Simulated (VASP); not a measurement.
# Li2Ta (P6/mmm) in VASP: relaxation of cell and atoms with PBE

Aim: the relaxation of cell and atoms of Li2Ta with PBE.

All numbers are computed with VASP 6.6.1; they aren't measurements. Logs are shortened: lines on timing, memory, paths and dates and some standing lists are left out, and cuts for length are marked.

## Step 1: The cell of the first run

Symmetry: P6/mmm, No. 191, hexagonal system. Conventional cell: a = 3.449 Å, b = 3.449 Å, c = 3.724 Å, α = 90.00°, β = 90.00°, γ = 120.00°. Within 2.6 Å of Li (site symmetry -6m2) lie 3 Li at 1.99 Å. Within 3.8 Å of Ta (site symmetry 6/mmm) lie 12 Li at 2.73 Å and 8 Ta at 3.45 to 3.72 Å.

## Step 2: Relaxation of cell and atoms, PBE

INCAR reads:

```
PREC = Accurate ; ENCUT = 880
EDIFF = 1E-7 ; ISMEAR = 0
SIGMA = 0.1 ; LREAL = F
LASPH = T ; NELM = 120
ALGO = Normal ; ISIF = 3
LWAVE = F ; LCHARG = F
GGA = PE ; IBRION = 2
NSW = 90 ; EDIFFG = -0.04
GGA_COMPAT = F ; NELMIN = 4
```

KPOINTS reads:

```
Automatic mesh
0
Gamma
  6 6 6
```

POSCAR reads:

```
Li2Ta
1.0
    3.4489948828      0.0000000000      0.0000000000
   -1.7244974414      2.9869171860      0.0000000000
    0.0000000000      0.0000000000      3.7239977971
Li Ta
2 1
Direct
    0.3333333333      0.6666666667      0.5000000000
    0.6666666667      0.3333333333      0.5000000000
    0.0000000000      0.0000000000      0.0000000000
```

Potentials or basis: VASP PAW PBE potentials, release 64 (Li_sv, Ta_sv_GW).

Launch:

```
$ cat potpaw_PBE.64/Li_sv/POTCAR potpaw_PBE.64/Ta_sv_GW/POTCAR > POTCAR
$ mpirun -np 1 vasp_std > vasp.out
```

OUTCAR:

```text
PREC = Accurate
   ENCUT = 880
   EDIFF = 1E-7
   ISMEAR = 0
   LREAL = F
   LASPH = T
   NELM = 120
   ISIF = 3
   GGA = PE
   IBRION = 2
   NSW = 90
   EDIFFG = -0.04
   NELMIN = 4

 ion  position               nearest neighbor table
   1  0.333  0.667  0.500-   2 1.99   2 1.99   2 1.99   3 2.73   3 2.73   3 2.73   3 2.73   3 2.73
                             3 2.73
   2  0.667  0.333  0.500-   1 1.99   1 1.99   1 1.99   3 2.73   3 2.73   3 2.73   3 2.73   3 2.73
                             3 2.73
   3  0.000  0.000  0.000-   1 2.73   2 2.73   1 2.73   2 2.73   1 2.73   1 2.73   2 2.73   2 2.73
                             2 2.73   2 2.73   1 2.73   1 2.73

  LATTYP: Found a hexagonal cell.
 ALAT       =     3.4489948828
 C/A-ratio  =     1.0797342193

  Lattice vectors:

 A1 = (   3.4489948828,   0.0000000000,   0.0000000000)
 A2 = (  -1.7244974414,   2.9869171860,   0.0000000000)
 A3 = (   0.0000000000,   0.0000000000,   3.7239977971)

Analysis of symmetry for initial positions (statically):
=====================================================================
 Subroutine PRICEL returns:
 Original cell was already a primitive cell.

 Routine SETGRP: Setting up the symmetry group for a
 hexagonal supercell.

 Subroutine GETGRP returns: Found 24 space group operations
 (whereof 24 operations were pure point group operations)
 out of a pool of 24 trial point group operations.

The static configuration has the point symmetry D_6h.

Analysis of symmetry for dynamics (positions and initial velocities):
=====================================================================
 Subroutine PRICEL returns:
 Original cell was already a primitive cell.

 Routine SETGRP: Setting up the symmetry group for a
 hexagonal supercell.

 Subroutine GETGRP returns: Found 24 space group operations
 (whereof 24 operations were pure point group operations)
 out of a pool of 24 trial point group operations.

The dynamic configuration has the point symmetry D_6h.

 Subroutine INISYM returns: Found 24 space group operations
 (whereof 24 operations are pure point group operations),
 and found     1 'primitive' translations

----------------------------------------------------------------------------------------

                                     Primitive cell

  volume of cell :      38.3641

  direct lattice vectors                    reciprocal lattice vectors
     3.448994883  0.000000000  0.000000000     0.289939543  0.167396673  0.000000000
    -1.724497441  2.986917186  0.000000000     0.000000000  0.334793346  0.000000000
     0.000000000  0.000000000  3.723997797     0.000000000  0.000000000  0.268528623

  length of vectors
     3.448994883  3.448994883  3.723997797     0.334793346  0.334793346  0.268528623

  position of ions in fractional coordinates (direct lattice)
     0.333333333  0.666666667  0.500000000
     0.666666667  0.333333333  0.500000000
     0.000000000  0.000000000  0.000000000

  ion indices of the primitive-cell ions
   primitive index   ion index
                 1           1
                 2           2
                 3           3

----------------------------------------------------------------------------------------

 KPOINTS: Automatic mesh

Automatic generation of k-mesh.
 Grid dimensions read from file:
 generate k-points for:    6    6    6

 Generating k-lattice:

  Cartesian coordinates                     Fractional coordinates (reciprocal lattice)
     0.048323257  0.027899446  0.000000000     0.166666667  0.000000000  0.000000000
     0.000000000  0.055798891  0.000000000     0.000000000  0.166666667  0.000000000
     0.000000000  0.000000000  0.044754770     0.000000000  0.000000000  0.166666667

  Length of vectors
     0.055798891  0.055798891  0.044754770

  Shift w.r.t. Gamma in fractional coordinates (k-lattice)
     0.000000000  0.000000000  0.000000000

 Subroutine IBZKPT returns following result:
 ===========================================

 Found     28 irreducible k-points:

 Following reciprocal coordinates:
            Coordinates               Weight
  0.000000  0.000000  0.000000      1.000000
  0.166667  0.000000  0.000000      6.000000
  0.333333  0.000000  0.000000      6.000000
  0.500000  0.000000  0.000000      3.000000
  0.166667  0.166667  0.000000      6.000000
  0.333333  0.166667  0.000000     12.000000
[... 16 lines left out ...]
  0.166667  0.000000  0.500000      6.000000
  0.333333  0.000000  0.500000      6.000000
 [... further k-points ...]
   k-points           NKPTS =     28   k-points in BZ     NKDIM =     28   number of bands    NBANDS=     13
   number of dos      NEDOS =    301   number of ions     NIONS =      3
   total plane-waves  NPLWV =  46656
   dimension x,y,z NGX =    36 NGY =   36 NGZ =   36
   dimension x,y,z NGXF=    72 NGYF=   72 NGZF=   72
   ions per type =               2   1
   NGX,Y,Z   is equivalent  to a cutoff of  17.35, 17.35, 16.07 a.u.
   NGXF,Y,Z  is equivalent  to a cutoff of  34.70, 34.70, 32.14 a.u.
 SYSTEM =  unknown system
   PREC   = accura    normal or accurate (medium, high low for compatibility)
   ISTART =      0    job   : 0-new  1-cont  2-samecut
   ICHARG =      2    charge: 1-file 2-atom 10-const
   ISPIN  =      1    spin polarized calculation?
   LNONCOLLINEAR =      F non collinear calculations
   LSORBIT =      F    spin-orbit coupling
   LASPH  =      T    aspherical Exc in radial PAW
   ENCUT  =  880.0 eV  64.68 Ry    8.04 a.u.   8.34  8.34  9.01*2*pi/ulx,y,z
   NELM   =    120;   NELMIN=  4; NELMDL= -5     # of ELM steps
   EDIFF  = 0.1E-06   stopping-criterion for ELM
   LREAL  =      F    real-space projection
   EDIFFG = -.4E-01   stopping-criterion for IOM
   NSW    =     90    number of steps for IOM
   IBRION =      2    ionic relax: 0-MD 1-quasi-New 2-CG
   NFREE  =      1    steps in history (QN), initial steepest desc. (CG)
   ISIF   =      3    stress and relaxation
   ISYM   =      2    0-nonsym 1-usesym 2-fastsym
   POTIM  = 0.5000    time-step for ionic-motion
   TEBEG  =    0.0;   TEEND  =   0.0 temperature during run
   PSTRESS=    0.0 pullay stress
   NELECT =      19.0000    total number of electrons
   NUPDOWN=      -1.0000    fix difference up-down
   EMIN   =  10.00;   EMAX   =-10.00  energy-range for DOS
   EFERMI =   0.00;   METHOD = LEGACY
   ISMEAR =     0;   SIGMA  =   0.10  broadening in eV -4-tet -1-fermi 0-gaus
   EFERMI_NEDOS =   21; number of points for ismear=-14 and -15
   IALGO  =     38    algorithm
   IMIX   =      4    mixing-type and parameters
     AMIX     =   0.40;   BMIX     =  1.00
     AMIX_MAG =   1.60;   BMIX_MAG =  1.00
  volume/ion in A,a.u.               =      12.79        86.30
  Fermi-wavevector in a.u.,A,eV,Ry     =   1.295242  2.447653 22.825846  1.677652
  Thomas-Fermi vector in A             =   2.426774
   LORBIT       =      0    0 simple, 1 ext, 2 COOP (PROOUT), +10 PAW based schemes
   GGA     = PE    functional components
   LHFCALC =     F    Hartree Fock is set to
   AEXX    =    0.0000 exact exchange contribution
   IVDW    =     0    specifies the selected vdW correction
   LEPSILON=     F    determine dielectric tensor
   LRPA    =     F    only Hartree local field effects (RPA)
 conjugate gradient relaxation of ions
 non-spin polarized calculation
 Gauss-broadening in eV      SIGMA  =   0.10
  energy-cutoff  :      880.00
  volume of cell :       38.36
 maximum number of plane-waves:      2322
 NGX is ok and might be reduce to    36
   NGX = 17   NGY = 17   NGZ = 19

--------------------------------------- Ionic step        1  -------------------------------------------

 number of electron      18.9999998 magnetization

 Free energy of the ion-electron system (eV)
  ---------------------------------------------------
  ext. energy  EPLUGINS =         0.00000000
  ---------------------------------------------------
  free energy    TOTEN  =       -14.75973898 eV

  energy without entropy =      -14.74156102  energy(sigma->0) =      -14.75065000

------------------------ aborting loop because EDIFF is reached ----------------------------------------

  FORCE on cell =-STRESS in cart. coord.  units (eV):
  Direction    XX          YY          ZZ          XY          YZ          ZX
  --------------------------------------------------------------------------------------
  -------------------------------------------------------------------------------------
  Total        2.0320774      2.0320774      5.4860838      0.0000000     -0.0000000      0.0000000
  in kB       84.8644248     84.8644248    229.1120170      0.0000000     -0.0000000      0.0000000
  external PRESSURE =     132.9469555 kB  Pullay stress =       0.0000000 kB
[... 92 lines left out ...]
  FREE ENERGIE OF THE ION-ELECTRON SYSTEM (eV)
  ---------------------------------------------------
  free  energy   TOTEN  =       -15.0945024259 eV

  energy  without entropy=      -15.0864817264  energy(sigma->0) =      -15.09049208

[... ionic steps 4 to 8 ...]

--------------------------------------- Ionic step        9  -------------------------------------------

 number of electron      19.0000009 magnetization

------------------------ aborting loop because EDIFF is reached ----------------------------------------
[... 69 lines left out ...]
--------------------------------------- Ionic step       11  -------------------------------------------

 number of electron      18.9999996 magnetization

 Free energy of the ion-electron system (eV)
  ---------------------------------------------------
  ext. energy  EPLUGINS =         0.00000000
  ---------------------------------------------------
  free energy    TOTEN  =       -15.52224545 eV

  energy without entropy =      -15.50856205  energy(sigma->0) =      -15.51540375

 E-fermi :   5.8391     XC(G=0): -10.6300

 val. band max:        5.7873258894   @ k =   0.3333   0.1667   0.0000
 cond. band min:       5.8655611167   @ k =   0.1667   0.1667   0.3333
 fundamental gap:      0.0782352273
 Fermi energy:         5.8391444997

 k-point     1 :       0.0000    0.0000    0.0000
  band No.  band energies     occupation
      1     -62.0918      2.00000
      2     -41.0349      2.00000
      3     -40.0651      2.00000
      4     -28.5204      2.00000
      5     -28.1693      2.00000
      6     -28.1693      2.00000
      7      -0.1475      2.00000
      8       4.1199      2.00000
      9       4.8865      2.00000
     10       6.8628      0.00000
     11       6.8628      0.00000
     12       9.0772      0.00000
     13       9.0772      0.00000
[... 354 lines left out ...]
  band No.  band energies     occupation
      1     -62.0715      2.00000
      2     -40.8296      2.00000
      3     -40.2705      2.00000
      4     -28.5006      2.00000
      5     -28.4750      2.00000
      6     -28.2488      2.00000
      7       2.6058      2.00000
      8       3.7435      2.00000
      9       5.3626      2.00000
     10       6.2266      0.00000
     11       6.9659      0.00000
     12       7.7807      0.00000
     13       9.5099      0.00000

 [... further k-points ...]

------------------------ aborting loop because EDIFF is reached ----------------------------------------

  FORCE on cell =-STRESS in cart. coord.  units (eV):
  Direction    XX          YY          ZZ          XY          YZ          ZX
  --------------------------------------------------------------------------------------
  -------------------------------------------------------------------------------------
  Total       -0.0264076     -0.0264076      0.0538836      0.0000000     -0.0000000      0.0000000
  in kB       -1.0187904     -1.0187904      2.0787970      0.0000000     -0.0000000      0.0000000
  external PRESSURE =       0.0137387 kB  Pullay stress =       0.0000000 kB
[... 18 lines left out ...]
  FREE ENERGIE OF THE ION-ELECTRON SYSTEM (eV)
  ---------------------------------------------------
  free  energy   TOTEN  =       -15.5222454500 eV

  energy  without entropy=      -15.5085620482  energy(sigma->0) =      -15.51540375

 reached required accuracy - stopping structural energy minimisation
```

It took 4.6 min on 1 thread of Intel Xeon Platinum 8259CL at 2.50GHz (Skylake/Cascade Lake), shared host; peak memory 0.24 GiB.

What came out:

```yaml
Free_energy: -15.5222 eV
Relaxed_volume: 13.84 Å³/atom
Relaxed_cell: a = 3.146 Å, b = 3.146 Å, c = 4.844 Å, α = 90.00°, β = 90.00°, γ = 120.00°
Space_group_after_relaxing_to_0.1_Å: P6/mmm (No. 191)
Energy_gained_by_relaxing: 254.2 meV/atom
Ionic_steps: 11
Pressure_after_relaxing: 0.0 GPa
Band_gap_on_the_k_mesh: zero (an odd number of electrons rules out a gap without spin polarisation)
```

The path:
```csv
step,energy change (eV),largest force (eV/Å),pressure (GPa),volume (Å³)
1,0.0000,0.0000,13.29,38.36
2,-0.3298,0.0000,-0.96,44.52
3,-0.3348,0.0000,-3.01,45.88
4,-0.4647,0.0000,-3.69,45.69
5,-0.6443,0.0000,-4.41,45.01
6,-0.5690,0.0000,-1.37,42.48
7,-0.7000,0.0000,-4.39,44.53
8,-0.7297,0.0000,-3.93,43.78
9,-0.7266,0.0000,-4.21,44.11
10,-0.7460,0.0000,3.48,39.91
11,-0.7625,0.0000,0.00,41.53
```

Final structure:
```
Li Ta
1.0
     3.14644    0.00000    0.00000
    -1.57322    2.72490    0.00000
     0.00000    0.00000    4.84378
Li Ta
2 1
Direct
  0.33333 0.66667 0.50000
  0.66667 0.33333 0.50000
  0.00000 0.00000 0.00000
```

Levels at points of the mesh, in eV from the Fermi level:
| k point | band 5 | band 6 | band 7 | band 8 | band 9 | band 10 | band 11 | band 12 | band 13 |
| --- | --- | --- | --- | --- | --- | --- | --- | --- | --- |
| (0.00, 0.00, 0.00) | -34.01 | -34.01 | -5.99 | -1.72 | -0.95 | 1.02 | 1.02 | 3.24 | 3.24 |
| (0.50, 0.00, 0.00) | -34.30 | -34.11 | -3.17 | -1.69 | -1.23 | 0.35 | 2.32 | 4.60 | 5.12 |
| (0.00, 0.00, 0.50) | -34.01 | -34.01 | -5.80 | -2.38 | -0.51 | 1.09 | 1.09 | 3.05 | 3.05 |
| (0.50, 0.00, 0.50) | -34.30 | -34.11 | -2.58 | -1.77 | -0.56 | 0.50 | 1.02 | 1.64 | 5.11 |

Caveat: a cell axis changed by over 15 % at a fixed basis, so the end point is rough; spin-orbit coupling is left out, which moves the levels of the heavy elements.

The gap in the log of VASP goes by the Fermi energy; the results here count the filled bands.